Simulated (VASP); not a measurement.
# C (Amm2) in VASP: a series of runs

Runs on C. Level: PBE. Tasks: single point.

All numbers are computed with VASP 6.6.1; they aren't measurements. Logs are shortened: lines on timing, memory, paths and dates and some standing lists are left out, and cuts for length are marked.

### 1 The cell of the first run

It takes space group Amm2 (No. 38, orthorhombic). The conventional cell has a = 8.512 Å, b = 2.581 Å, c = 4.470 Å, α = 90.00°, β = 90.00°, γ = 90.00°. Within 2.1 Å of C (site symmetry m) lie 4 C at 1.56 to 1.63 Å. Within 2.0 Å of C (site symmetry m) lie 4 C at 1.54 to 1.61 Å. C (site symmetry m) has 4 C at 1.56 to 1.63 Å within 2.1 Å. Within 2.0 Å of C (site symmetry m) lie 4 C at 1.54 to 1.61 Å.

### 2 Single point, PBE (atoms displaced along a vibrational mode, the cell strained)

Input file INCAR:

```
SYSTEM = C
PREC = Accurate
ENCUT = 520
EDIFF = 1E-6
ISMEAR = 0
SIGMA = 0.05
LREAL = .False.
LASPH = .True.
NELM = 60
ALGO = Normal
ISIF = 2
LWAVE = .False.
LCHARG = .True.
GGA = PE
LELF = .True.
LVHAR = .True.
NBANDS = 26
```

Input file KPOINTS:

```
Automatic mesh
0
Gamma
  12 12 4
  0 0 0
```

Input file POSCAR:

```
C
1.0
    2.5810158241      0.0000000000      0.0000000000
   -1.2905079120      2.2352252712      0.0000000000
    0.0000000000      0.0000000000      8.5123092337
C
8
Direct
   -0.0055028011     -0.0110056021      0.0929732494
   -0.0055028011     -0.0110056021      0.5929732494
   -0.0055028011     -0.0110056021      0.4070267506
   -0.0055028011     -0.0110056021      0.9070267506
    0.3388361344      0.6776722688      0.1555299995
    0.6721694677      0.3443389355      0.6555299995
    0.3388361344      0.6776722688      0.3444700005
    0.6721694677      0.3443389355      0.8444700005
```

Potentials or basis: VASP PAW PBE potentials, release 64 (C).

Run with:

```bash
$ cat potpaw_PBE.64/C/POTCAR > POTCAR
$ mpirun -np 1 vasp_std > vasp.out
```

OUTCAR:

```text
SYSTEM = C
   PREC = Accurate
   ENCUT = 520
   EDIFF = 1E-6
   ISMEAR = 0
   LREAL = .False.
   LASPH = .True.
   NELM = 60
   ISIF = 2
   GGA = PE

 ion  position               nearest neighbor table
   1  0.994  0.989  0.093-   5 1.56   5 1.56   4 1.58   5 1.63
   2  0.994  0.989  0.593-   6 1.54   3 1.58   6 1.61   6 1.61
   3  0.994  0.989  0.407-   7 1.56   7 1.56   2 1.58   7 1.63
   4  0.994  0.989  0.907-   8 1.54   1 1.58   8 1.61   8 1.61
   5  0.339  0.678  0.156-   1 1.56   1 1.56   7 1.61   1 1.63
   6  0.672  0.344  0.656-   2 1.54   2 1.61   2 1.61   8 1.61
   7  0.339  0.678  0.344-   3 1.56   3 1.56   5 1.61   3 1.63
   8  0.672  0.344  0.844-   4 1.54   4 1.61   4 1.61   6 1.61

  LATTYP: Found a hexagonal cell.
 ALAT       =     2.5810158241
 C/A-ratio  =     3.2980461236

  Lattice vectors:

 A1 = (   2.5810158241,   0.0000000000,   0.0000000000)
 A2 = (  -1.2905079120,   2.2352252712,   0.0000000000)
 A3 = (   0.0000000000,   0.0000000000,   8.5123092337)

Analysis of symmetry for initial positions (statically):
=====================================================================
 Subroutine PRICEL returns:
 Original cell was already a primitive cell.

 Routine SETGRP: Setting up the symmetry group for a
 hexagonal supercell.

 Subroutine GETGRP returns: Found  4 space group operations
 (whereof  2 operations were pure point group operations)
 out of a pool of 24 trial point group operations.

The static configuration has the point symmetry C_1h.
 The point group associated with its full space group is C_2v.

Analysis of symmetry for dynamics (positions and initial velocities):
=====================================================================
 Subroutine PRICEL returns:
 Original cell was already a primitive cell.

 Routine SETGRP: Setting up the symmetry group for a
 hexagonal supercell.

 Subroutine GETGRP returns: Found  4 space group operations
 (whereof  2 operations were pure point group operations)
 out of a pool of 24 trial point group operations.

The dynamic configuration has the point symmetry C_1h.
 The point group associated with its full space group is C_2v.

 Subroutine INISYM returns: Found  4 space group operations
 (whereof  2 operations are pure point group operations),
 and found     1 'primitive' translations

----------------------------------------------------------------------------------------

                                     Primitive cell

  volume of cell :      49.1088

  direct lattice vectors                    reciprocal lattice vectors
     2.581015824  0.000000000  0.000000000     0.387444351  0.223691100  0.000000000
    -1.290507912  2.235225271  0.000000000     0.000000000  0.447382200  0.000000000
     0.000000000  0.000000000  8.512309234     0.000000000  0.000000000  0.117476935

  length of vectors
     2.581015824  2.581015824  8.512309234     0.447382200  0.447382200  0.117476935

  position of ions in fractional coordinates (direct lattice)
     0.994497199  0.988994398  0.092973249
     0.994497199  0.988994398  0.592973249
     0.994497199  0.988994398  0.407026751
     0.994497199  0.988994398  0.907026751
     0.338836134  0.677672269  0.155529999
     0.672169468  0.344338935  0.655529999
     0.338836134  0.677672269  0.344470001
     0.672169468  0.344338935  0.844470001

  ion indices of the primitive-cell ions
   primitive index   ion index
                 1           1
                 2           2
                 3           3
                 4           4
                 5           5
                 6           6
                 7           7
                 8           8

----------------------------------------------------------------------------------------

 KPOINTS: Automatic mesh

Automatic generation of k-mesh.
 Grid dimensions read from file:
 generate k-points for:   12   12    4

 Generating k-lattice:

  Cartesian coordinates                     Fractional coordinates (reciprocal lattice)
     0.032287029  0.018640925  0.000000000     0.083333333  0.000000000  0.000000000
     0.000000000  0.037281850  0.000000000     0.000000000  0.083333333  0.000000000
     0.000000000  0.000000000  0.029369234     0.000000000  0.000000000  0.250000000

  Length of vectors
     0.037281850  0.037281850  0.029369234

  Shift w.r.t. Gamma in fractional coordinates (k-lattice)
     0.000000000  0.000000000  0.000000000

 Subroutine IBZKPT returns following result:
 ===========================================

 Found    129 irreducible k-points:

 Following reciprocal coordinates:
            Coordinates               Weight
  0.000000  0.000000  0.000000      1.000000
  0.083333  0.000000  0.000000      4.000000
  0.000000  0.083333  0.000000      2.000000
  0.166667  0.000000  0.000000      4.000000
  0.000000  0.166667  0.000000      2.000000
  0.250000  0.000000  0.000000      4.000000
[... 16 lines left out ...]
 -0.083333  0.416667  0.000000      4.000000
 -0.416667  0.333333  0.000000      4.000000
 [... further k-points ...]
   k-points           NKPTS =    129   k-points in BZ     NKDIM =    129   number of bands    NBANDS=     26
   number of dos      NEDOS =    301   number of ions     NIONS =      8
   total plane-waves  NPLWV =  25600
   dimension x,y,z NGX =    20 NGY =   20 NGZ =   64
   dimension x,y,z NGXF=    40 NGYF=   40 NGZF=  128
   ions per type =               8
   NGX,Y,Z   is equivalent  to a cutoff of  12.88, 12.88, 12.50 a.u.
   NGXF,Y,Z  is equivalent  to a cutoff of  25.76, 25.76, 25.00 a.u.
 SYSTEM =  C
   PREC   = accura    normal or accurate (medium, high low for compatibility)
   ISTART =      0    job   : 0-new  1-cont  2-samecut
   ICHARG =      2    charge: 1-file 2-atom 10-const
   ISPIN  =      1    spin polarized calculation?
   LNONCOLLINEAR =      F non collinear calculations
   LSORBIT =      F    spin-orbit coupling
   LASPH  =      T    aspherical Exc in radial PAW
   ENCUT  =  520.0 eV  38.22 Ry    6.18 a.u.   4.80  4.80 15.83*2*pi/ulx,y,z
   NELM   =     60;   NELMIN=  2; NELMDL= -5     # of ELM steps
   EDIFF  = 0.1E-05   stopping-criterion for ELM
   LREAL  =      F    real-space projection
   EDIFFG = 0.1E-04   stopping-criterion for IOM
   NSW    =      0    number of steps for IOM
   IBRION =     -1    ionic relax: 0-MD 1-quasi-New 2-CG
   NFREE  =      0    steps in history (QN), initial steepest desc. (CG)
   ISIF   =      2    stress and relaxation
   ISYM   =      2    0-nonsym 1-usesym 2-fastsym
   POTIM  = 0.5000    time-step for ionic-motion
   TEBEG  =    0.0;   TEEND  =   0.0 temperature during run
   PSTRESS=    0.0 pullay stress
   NELECT =      32.0000    total number of electrons
   NUPDOWN=      -1.0000    fix difference up-down
   EMIN   =  10.00;   EMAX   =-10.00  energy-range for DOS
   EFERMI =   0.00;   METHOD = LEGACY
   ISMEAR =     0;   SIGMA  =   0.05  broadening in eV -4-tet -1-fermi 0-gaus
   EFERMI_NEDOS =   21; number of points for ismear=-14 and -15
   IALGO  =     38    algorithm
   IMIX   =      4    mixing-type and parameters
     AMIX     =   0.40;   BMIX     =  1.00
     AMIX_MAG =   1.60;   BMIX_MAG =  1.00
  volume/ion in A,a.u.               =       6.14        41.43
  Fermi-wavevector in a.u.,A,eV,Ry     =   1.419292  2.682073 27.407430  2.014389
  Thomas-Fermi vector in A             =   2.540328
   LORBIT       =      0    0 simple, 1 ext, 2 COOP (PROOUT), +10 PAW based schemes
   GGA     = PE    functional components
   LHFCALC =     F    Hartree Fock is set to
   AEXX    =    0.0000 exact exchange contribution
   IVDW    =     0    specifies the selected vdW correction
   LEPSILON=     F    determine dielectric tensor
   LRPA    =     F    only Hartree local field effects (RPA)
 non-spin polarized calculation
 Gauss-broadening in eV      SIGMA  =   0.05
  energy-cutoff  :      520.00
  volume of cell :       49.11
 maximum number of plane-waves:      1338
   NGX =  9   NGY =  9   NGZ = 31

 number of electron      32.0000000 magnetization

 Free energy of the ion-electron system (eV)
  ---------------------------------------------------
  ext. energy  EPLUGINS =         0.00000000
  ---------------------------------------------------
  free energy    TOTEN  =       -72.23405152 eV

  energy without entropy =      -72.23405152  energy(sigma->0) =      -72.23405152

 E-fermi :   9.1375     XC(G=0): -12.8553

 val. band max:        8.9008419078   @ k =   0.0000   0.0000   0.0000
 cond. band min:      12.9646748416   @ k =   0.4167  -0.0000   0.0000
 fundamental gap:      4.0638329338
 Fermi energy:         9.1374672512

 k-point     1 :       0.0000    0.0000    0.0000
  band No.  band energies     occupation
      1     -11.8455      2.00000
      2     -10.2950      2.00000
      3     -10.1947      2.00000
      4      -6.6123      2.00000
      5      -3.9193      2.00000
      6       2.2556      2.00000
[... 18 lines left out ...]
     25      16.3017      0.00000
     26      16.4123      0.00000

 k-point     2 :       0.0833    0.0000    0.0000
  band No.  band energies     occupation
      1     -11.6830      2.00000
      2     -10.1351      2.00000
      3     -10.0356      2.00000
      4      -6.4658      2.00000
      5      -3.7740      2.00000
      6       2.3308      2.00000
[... 18 lines left out ...]
     25      16.8638      0.00000
     26      16.8753      0.00000

 k-point     3 :       0.0000    0.0833    0.0000
  band No.  band energies     occupation
      1     -11.6830      2.00000
      2     -10.1351      2.00000
      3     -10.0356      2.00000
      4      -6.4658      2.00000
      5      -3.7740      2.00000
      6       2.3304      2.00000
[... 18 lines left out ...]
     25      16.6778      0.00000
     26      16.9422      0.00000

 k-point     4 :       0.1667    0.0000    0.0000
  band No.  band energies     occupation
      1     -11.1976      2.00000
      2      -9.6577      2.00000
      3      -9.5609      2.00000
      4      -6.0286      2.00000
      5      -3.3530      2.00000
      6       2.4637      2.00000
[... 18 lines left out ...]
     25      17.7483      0.00000
     26      18.2383      0.00000

 k-point     5 :       0.0000    0.1667    0.0000
  band No.  band energies     occupation
      1     -11.1976      2.00000
      2      -9.6578      2.00000
      3      -9.5609      2.00000
      4      -6.0284      2.00000
      5      -3.3533      2.00000
      6       2.4603      2.00000
[... 18 lines left out ...]
     25      17.4884      0.00000
     26      18.3212      0.00000

 k-point     6 :       0.2500    0.0000    0.0000
  band No.  band energies     occupation
      1     -10.3966      2.00000
      2      -8.8710      2.00000
      3      -8.7804      2.00000
      4      -5.3096      2.00000
      5      -2.7340      2.00000
      6       0.9683      2.00000
[... 427 lines left out ...]
 k-point    21 :      -0.3333    0.2500    0.0000
  band No.  band energies     occupation
      1      -9.7645      2.00000
      2      -8.2514      2.00000
      3      -8.1679      2.00000
      4      -4.7462      2.00000
      5      -2.3870      2.00000
      6      -0.0196      2.00000
[... 18 lines left out ...]
     25      18.8743      0.00000
     26      19.2011      0.00000

 k-point    22 :       0.3333    0.0833    0.0000
  band No.  band energies     occupation
      1      -8.5353      2.00000
      2      -7.0546      2.00000
      3      -7.0047      2.00000
      4      -3.6973      2.00000
      5      -2.9235      2.00000
      6      -1.5544      2.00000
[... 18 lines left out ...]
     25      19.2939      0.00000
     26      19.9982      0.00000

 k-point    23 :      -0.0833    0.4167    0.0000
  band No.  band energies     occupation
      1      -8.5367      2.00000
      2      -7.0559      2.00000
      3      -7.0036      2.00000
      4      -3.6938      2.00000
      5      -2.9385      2.00000
      6      -1.5213      2.00000
[... 18 lines left out ...]
     25      19.1624      0.00000
     26      19.9656      0.00000

 k-point    24 :      -0.4167    0.3333    0.0000
  band No.  band energies     occupation
      1      -8.5351      2.00000
      2      -7.0542      2.00000
      3      -7.0041      2.00000
      4      -3.6974      2.00000
      5      -2.9322      2.00000
      6      -1.5456      2.00000
[... 18 lines left out ...]
     25      19.2376      0.00000
     26      20.0504      0.00000

 [... further k-points ...]

------------------------ aborting loop because EDIFF is reached ----------------------------------------

  FORCE on cell =-STRESS in cart. coord.  units (eV):
  Direction    XX          YY          ZZ          XY          YZ          ZX
  --------------------------------------------------------------------------------------
  -------------------------------------------------------------------------------------
  Total       -8.2713078     -8.0307717     -8.3634399     -0.0000000      0.0000000      0.0000000
  in kB     -269.8518541   -262.0043513   -272.8576701     -0.0000000      0.0000000      0.0000000
  external PRESSURE =    -268.2379585 kB  Pullay stress =       0.0000000 kB

 VOLUME and BASIS-vectors are now :
 -----------------------------------------------------------------------------
  energy-cutoff  :      520.00
  volume of cell :       49.11
      direct lattice vectors                 reciprocal lattice vectors
     2.581015824  0.000000000  0.000000000     0.387444351  0.223691100  0.000000000
    -1.290507912  2.235225271  0.000000000     0.000000000  0.447382200  0.000000000
     0.000000000  0.000000000  8.512309234     0.000000000  0.000000000  0.117476935

 POSITION                                       TOTAL-FORCE (eV/Angst)
 -----------------------------------------------------------------------------------
      1.29051      2.21063      0.79142         0.000000      1.213405     -0.044059
      1.29051      2.21063      5.04757         0.000000      1.369695     -0.050195
      1.29051      2.21063      3.46474         0.000000      1.213405      0.044059
      1.29051      2.21063      7.72089         0.000000      1.369695      0.050195
      0.00000      1.51475      1.32392        -0.000000     -1.214452      0.015542
      1.29051      0.76968      5.58007        -0.000000     -1.368649      0.021537
      0.00000      1.51475      2.93224        -0.000000     -1.214452     -0.015542
      1.29051      0.76968      7.18839        -0.000000     -1.368649     -0.021537
 -----------------------------------------------------------------------------------
    total drift:                                0.000000      0.000139     -0.000000

  FREE ENERGIE OF THE ION-ELECTRON SYSTEM (eV)
  ---------------------------------------------------
  free  energy   TOTEN  =       -72.2340515237 eV

  energy  without entropy=      -72.2340515237  energy(sigma->0) =      -72.23405152
```

Wall time 67 s (1 thread of Intel Xeon 6975P-C (Granite Rapids), shared host); peak memory 0.23 GiB.

What came out:

- Free energy: -72.2341 eV
- Pressure: -26.8 GPa
- Largest force: 1.371 eV/Å
- Band gap on the k mesh: 4.06 eV (least direct gap 4.71 eV)

Forces in eV/Å, atoms in the order of the input:
```
C    0.000  1.213 -0.044
C    0.000  1.370 -0.050
C    0.000  1.213  0.044
C    0.000  1.370  0.050
C    0.000 -1.214  0.016
C    0.000 -1.369  0.022
C    0.000 -1.214 -0.016
C    0.000 -1.369 -0.022
```

Levels at points of the mesh, in eV from the valence-band top:
```
           k point  band 12  band 13  band 14  band 15  band 16  band 17  band 18  band 19  band 20  band 21
(0.00, 0.00, 0.00)    -1.66    -1.65    -0.35    -0.01     0.00     4.71     4.75     5.08     6.58     6.88
(0.50, 0.00, 0.00)    -4.89    -4.70    -4.45    -3.55    -2.89     4.12     5.10     5.52     5.56     6.01
(0.00, 0.50, 0.00)    -4.85    -4.71    -4.54    -3.57    -2.91     4.23     5.12     5.62     5.63     6.02
(0.00, 0.00, 0.50)    -2.27    -1.05    -1.04    -0.33    -0.32     5.07     5.11     5.99     6.09     6.14
(0.50, 0.00, 0.50)    -5.67    -4.67    -4.41    -3.60    -3.45     4.41     4.53     6.37     6.73     6.90
(0.00, 0.50, 0.50)    -5.61    -4.84    -4.29    -3.71    -3.41     4.45     4.70     6.17     6.83     7.00
```

Caveat: the cell differs from its parent crystal (atoms displaced along a vibrational mode, the cell strained); the cell stands under tension; forces of over 1 eV/Å act on the atoms, so gaps and moduli don't describe the material at rest.

(Continued in part 2 of 2.)
